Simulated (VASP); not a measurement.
Ni, 2 atoms in the cell. It takes space group Fm-3m (No. 225, cubic). Conventional cell: a = 3.544 Å, b = 3.544 Å, c = 3.544 Å, α = 90.00°, β = 90.00°, γ = 90.00°. Ni (site symmetry m-3m) has 12 Ni at 2.51 Å within 3.3 Å. 

```yaml
Program: VASP 6.6.1
Task: single point
Functional: PBE
Potentials_or_basis: VASP PAW PBE potentials, release 64 (Ni)
Cutoff: 600 eV
k_mesh: 6 × 12 × 12
Occupations: fermi-dirac, width 0.1 eV
Spin: collinear spin, ferromagnetic start
Starting_moments: "[0.2, 0.2] μB"
Dipole_correction: no
Further_INCAR_settings: ALGO = Normal; EDIFF = 1e-06; NBANDS = 21
```

Potentials or basis: VASP PAW PBE potentials, release 64 (Ni).

Launch:

```sh
$ cat potpaw_PBE.64/Ni/POTCAR > POTCAR
$ mpirun -np 1 vasp_std > vasp.out
```

Hardware: 1 thread of Intel Xeon 6975P-C (shared host).

**Question.** Estimate the wall time of this run.

**Answer.** It took 77 s on 1 thread of Intel Xeon 6975P-C, with other jobs on the host, peak memory 0.21 GiB. Counts: scf iterations 14, k points 98.
